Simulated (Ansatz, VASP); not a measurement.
One calculation of Al, two programs

```
Al
1.0
     3.21264    3.21264    3.21264
    -3.21264   -3.21264    3.21264
     3.21264   -3.21264   -3.21264
Al
8
Direct
  0.81791 0.68209 0.50000
  0.00000 0.00000 0.50000
  0.00000 0.50000 0.00000
  0.00000 0.00000 0.00000
  0.50000 0.50000 0.50000
  0.50000 0.00000 0.50000
  0.50000 0.50000 0.00000
  0.50000 0.00000 0.00000
```

Alike in both runs: task single point; functional PBEsol; k mesh 10 × 10 × 10; occupations gaussian, width 0.15 eV; no spin polarisation.

```csv
,VASP,Ansatz
version,VASP 6.6.1,Ansatz 0.2.0
potentials or method,"VASP PAW PBE potentials, release 64 (Al), cutoff 520 eV","scalar-relativistic, plane waves, PAW"
valence electrons in the cell,24,24
```

Ansatz gave:

```
gap on the k mesh at the Fermi level (eV)                     : none
pressure (GPa)                                                : 27.8
traceless stress, the component that is largest in VASP (GPa) : 39.79
rms of the force components (eV/Å)                            : 6.367
```

Task: Which values does VASP return?

Result: gap on the k mesh at the Fermi level (eV): none; pressure (GPa): 27.9; traceless stress, the component that is largest in VASP (GPa): 39.72; rms of the force components (eV/Å): 6.367.

VASP's potentials were made for PBE, not for PBEsol, and Ansatz warns of the same on its side. Atom by atom the forces differ by 0.010 eV/Å (rms over components). A gap of «none» marks a metal or a gap that the smearing closes.
